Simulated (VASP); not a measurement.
# InGaAs2 (an interface model): single point with PBEsol

InGaAs2 (an interface model):

```
Ga In As
1.0
     2.83000    2.83000    0.00000
    -2.83000    2.83000    0.00000
     0.00000    0.00000   30.49539
Ga In As
5 5 10
Direct
  0.00000 0.00000 0.99901
  0.00000 0.00000 0.18450
  0.00000 0.00000 0.37001
  0.50000 0.50000 0.09181
  0.50000 0.50000 0.27720
  0.00000 0.00000 0.57720
  0.00000 0.00000 0.79181
  0.50000 0.50000 0.46999
  0.50000 0.50000 0.68450
  0.50000 0.50000 0.89903
  0.50000 0.00000 0.04545
  0.50000 0.00000 0.23084
  0.50000 0.00000 0.41597
  0.50000 0.00000 0.63086
  0.50000 0.00000 0.84545
  0.00000 0.50000 0.13816
  0.00000 0.50000 0.32357
  0.00000 0.50000 0.52357
  0.00000 0.50000 0.73816
  0.00000 0.50000 0.95306
```

```yaml
Program: VASP 6.6.1
Task: single point
Functional: PBEsol
Potentials_or_basis: VASP PAW PBE potentials, release 64 (Ga_d, In_d, As)
Cutoff: 400 eV
k_mesh: 6 × 6 × 1
Occupations: fermi-dirac, width 0.05 eV
Spin: no spin polarisation
```

The pressure is 2.7 GPa, the largest force is 0.004 eV/Å and the band gap on the k mesh is zero (filled and empty bands touch).

Forces in eV/Å, atoms in the order of the input:
```
Ga   0.000  0.000  0.001
Ga   0.000  0.000  0.000
Ga   0.000  0.000 -0.001
Ga   0.000  0.000  0.000
Ga   0.000  0.000 -0.001
In   0.000  0.000  0.000
In   0.000  0.000  0.004
In   0.000  0.000  0.001
In   0.000  0.000  0.003
In   0.000  0.000  0.002
As   0.000  0.000 -0.003
As   0.000  0.000  0.002
As   0.000  0.000 -0.002
As   0.000  0.000 -0.002
As   0.000  0.000 -0.003
As   0.000  0.000  0.000
As   0.000  0.000  0.001
As   0.000  0.000  0.001
As   0.000  0.000 -0.002
As   0.000  0.000  0.000
```

Stress tensor (GPa, compression positive):
```
3.89 0.00 0.00
0.00 3.89 0.00
0.00 0.00 0.28
```

Levels at points of the mesh, in eV from the Fermi level:
```
           k point  band 87  band 88  band 89  band 90  band 91  band 92  band 93  band 94
(0.00, 0.00, 0.00)    -0.45    -0.45    -0.16    -0.05    -0.05     1.06     1.13     1.27
(0.50, 0.00, 0.00)    -0.76    -0.76    -0.74    -0.74     0.74     0.78     0.81     0.87
(0.00, 0.50, 0.00)    -0.76    -0.75    -0.74    -0.74     0.74     0.78     0.81     0.87
(0.50, 0.50, 0.00)    -3.04    -2.97    -2.97    -2.96     0.94     0.94     1.25     1.33
```

Run time: 31 min on 1 thread of Intel Xeon 8259CL, with other jobs on the host, peak memory 0.67 GiB.

Caveat: the PAW data sets were made with another functional, which shifts forces and pressure a little; spin-orbit coupling is left out, which moves the levels of the heavy elements.
